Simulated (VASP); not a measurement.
# Cu (I4/mmm) in VASP: further runs, part 2 of 2

VASP 6.6.1. The steps go on from the part before.

**4. Single point, r2SCAN (strain -0.050 along x and y, +0.000 along z)**

POSCAR reads:

```
Cu
1.0
   -1.3706536540      1.3706536540      1.3760814500
    1.3706536540     -1.3706536540      1.3760814500
    1.3706536540      1.3706536540     -1.3760814500
Cu
1
Direct
    0.0000000000      0.0000000000      0.0000000000
```

INCAR.step1 reads:

```
PREC = Accurate
ENCUT = 520
ISMEAR = 0
SIGMA = 0.15
LREAL = False
LASPH = True
NELM = 100
NBANDS = 12
GGA = PE
ALGO = Normal
EDIFF = 1E-4
LWAVE = True
LCHARG = False
```

INCAR.step2 reads:

```
PREC = Accurate
ENCUT = 520
EDIFF = 1E-6
ISMEAR = 0
SIGMA = 0.15
LREAL = False
LASPH = True
NELM = 100
ALGO = Normal
ISIF = 2
LWAVE = False
LCHARG = False
METAGGA = R2SCAN
LMIXTAU = True
NBANDS = 12
ISTART = 1
```

KPOINTS reads:

```
Automatic mesh
0
Gamma
  24 24 24
```

Potentials or basis: VASP PAW PBE potentials, release 64 (Cu).

Launch:

```sh
$ cat potpaw_PBE.64/Cu/POTCAR > POTCAR
$ cp INCAR.step1 INCAR
$ mpirun -np 1 vasp_std > vasp.out
$ cp INCAR.step2 INCAR
$ mpirun -np 1 vasp_std > vasp.out
```

OUTCAR:

```text
PREC = Accurate
   ENCUT = 520
   EDIFF = 1E-6
   ISMEAR = 0
   LREAL = False
   LASPH = True
   NELM = 100
   ISIF = 2
   METAGGA = R2SCAN
   ISTART = 1

 ion  position               nearest neighbor table
   1  0.000  0.000  0.000-

  LATTYP: Found a body centered tetragonal cell.
 ALAT       =     2.7413073080
 C/A-ratio  =     1.0039600055

  Lattice vectors:

 A1 = (  -1.3706536540,   1.3706536540,   1.3760814500)
 A2 = (   1.3706536540,  -1.3706536540,   1.3760814500)
 A3 = (   1.3706536540,   1.3706536540,  -1.3760814500)

Analysis of symmetry for initial positions (statically):
=====================================================================
 Subroutine PRICEL returns:
 Original cell was already a primitive cell.

 Routine SETGRP: Setting up the symmetry group for a
 body centered tetragonal supercell.

 Subroutine GETGRP returns: Found 16 space group operations
 (whereof 16 operations were pure point group operations)
 out of a pool of 16 trial point group operations.

The static configuration has the point symmetry D_4h.

Analysis of symmetry for dynamics (positions and initial velocities):
=====================================================================
 Subroutine PRICEL returns:
 Original cell was already a primitive cell.

 Routine SETGRP: Setting up the symmetry group for a
 body centered tetragonal supercell.

 Subroutine GETGRP returns: Found 16 space group operations
 (whereof 16 operations were pure point group operations)
 out of a pool of 16 trial point group operations.

The dynamic configuration has the point symmetry D_4h.

 Subroutine INISYM returns: Found 16 space group operations
 (whereof 16 operations are pure point group operations),
 and found     1 'primitive' translations

----------------------------------------------------------------------------------------

[... 110 lines left out ...]
     AMIX_MAG =   1.60;   BMIX_MAG =  1.00
  volume/ion in A,a.u.               =      10.34        69.78
  Fermi-wavevector in a.u.,A,eV,Ry     =   1.671164  3.158043 37.998225  2.792791
  Thomas-Fermi vector in A             =   2.756535
   LORBIT       =      0    0 simple, 1 ext, 2 COOP (PROOUT), +10 PAW based schemes
   METAGGA = R2SCAN    functional components
   LHFCALC =     F    Hartree Fock is set to
   AEXX    =    0.0000 exact exchange contribution
   IVDW    =     0    specifies the selected vdW correction
   LEPSILON=     F    determine dielectric tensor
   LRPA    =     F    only Hartree local field effects (RPA)
 non-spin polarized calculation
 Gauss-broadening in eV      SIGMA  =   0.15
  energy-cutoff  :      520.00
  volume of cell :       10.34
 maximum number of plane-waves:       289
 NGX is ok and might be reduce to    18
   NGX =  9   NGY =  9   NGZ =  9

 number of electron      11.0000003 magnetization

 Free energy of the ion-electron system (eV)
  ---------------------------------------------------
  ext. energy  EPLUGINS =         0.00000000
  ---------------------------------------------------
  free energy    TOTEN  =       -10.71625084 eV

  energy without entropy =      -10.71242667  energy(sigma->0) =      -10.71433876

 E-fermi :   9.1781     XC(G=0): -14.6665

 val. band max:        9.1746642792   @ k =   0.5000   0.3333   0.0417
 cond. band min:       9.1791164400   @ k =  -0.0833   0.5000   0.0833
 fundamental gap:      0.0044521608
 Fermi energy:         9.1780884541

 k-point     1 :       0.0000    0.0000    0.0000
  band No.  band energies     occupation
      1      -1.6119      2.00000
      2       5.4610      2.00000
      3       5.4611      2.00000
      4       5.4796      2.00000
      5       6.6868      2.00000
      6       6.7058      2.00000
      7      36.4596      0.00000
      8      36.5605      0.00000
      9      36.5606      0.00000
     10      41.4607      0.00000
     11      41.5450      0.00000
     12      42.3227      0.00000
[... 331 lines left out ...]
 k-point    24 :       0.4583    0.0417   -0.0000
  band No.  band energies     occupation
      1       3.1347      2.00000
      2       4.5844      2.00000
      3       6.6485      2.00000
      4       6.7427      2.00000
      5       7.3748      2.00000
      6       8.4596      2.00000
      7      14.6661      0.00000
      8      28.0336      0.00000
      9      29.2142      0.00000
     10      33.6355      0.00000
     11      37.4030      0.00000
     12      46.1682      0.00000

 [... further k-points ...]
[... 5 lines left out ...]
  --------------------------------------------------------------------------------------
  -------------------------------------------------------------------------------------
  Total        1.4559910      1.4559910      1.4543029      0.0000000     -0.0000000      0.0000000
  in kB      225.5847165    225.5847165    225.3231765      0.0000000     -0.0000000      0.0000000
  external PRESSURE =     225.4975365 kB  Pullay stress =       0.0000000 kB

 VOLUME and BASIS-vectors are now :
 -----------------------------------------------------------------------------
  energy-cutoff  :      520.00
  volume of cell :       10.34
      direct lattice vectors                 reciprocal lattice vectors
    -1.370653654  1.370653654  1.376081450     0.000000000  0.364789455  0.363350585
     1.370653654 -1.370653654  1.376081450     0.364789455  0.000000000  0.363350585
     1.370653654  1.370653654 -1.376081450     0.364789455  0.364789455  0.000000000

 POSITION                                       TOTAL-FORCE (eV/Angst)
 -----------------------------------------------------------------------------------
      0.00000      0.00000      0.00000         0.000000      0.000000      0.000000
 -----------------------------------------------------------------------------------
    total drift:                                0.000000      0.000000      0.000000

  FREE ENERGIE OF THE ION-ELECTRON SYSTEM (eV)
  ---------------------------------------------------
  free  energy   TOTEN  =       -10.7162508395 eV

  energy  without entropy=      -10.7124266749  energy(sigma->0) =      -10.71433876
```

OUTCAR.step1:

```text
PREC = Accurate
   ENCUT = 520
   ISMEAR = 0
   LREAL = False
   LASPH = True
   NELM = 100
[... 576 lines left out ...]

 POSITION                                       TOTAL-FORCE (eV/Angst)
 -----------------------------------------------------------------------------------
      0.00000      0.00000      0.00000         0.000000     -0.000000      0.000000
 -----------------------------------------------------------------------------------
    total drift:                                0.000000      0.000000      0.000000

  FREE ENERGIE OF THE ION-ELECTRON SYSTEM (eV)
  ---------------------------------------------------
  free  energy   TOTEN  =        -3.5519946324 eV

  energy  without entropy=       -3.5481011469  energy(sigma->0) =       -3.55004789
```

Wall time 5.5 min (1 thread of Intel Xeon 6975P-C, shared host); peak memory 0.23 GiB.

What came out:

```
Free energy : -10.7163 eV
Pressure    : 22.5 GPa
```

Caveat: the cell differs from its parent crystal (strain -0.050 along x and y, +0.000 along z); the PAW data sets were made with another functional, which shifts forces and pressure a little.

**5. The runs side by side**

```csv
cell,gap on the mesh (eV),pressure (GPa)
"a = 2.338 Å, angles 108.2, 108.2, 112.0°, 1 atom",none,38.0
"a = 2.357 Å, angles 108.9, 108.9, 110.6°, 1 atom",none,29.8
"a = 2.377 Å, angles 109.6, 109.6, 109.3°, 1 atom",none,22.5
```

Alike in all rows: task single point; level r2SCAN; potentials or basis VASP PAW PBE potentials, release 64 (Cu); no spin polarisation; k mesh 24 × 24 × 24; cutoff (eV) 520; smearing gaussian 0.15 eV.

Caveats: the PAW data sets were made with another functional, which shifts forces and pressure a little.

Absolute energies hang on the potentials; compare differences alone.
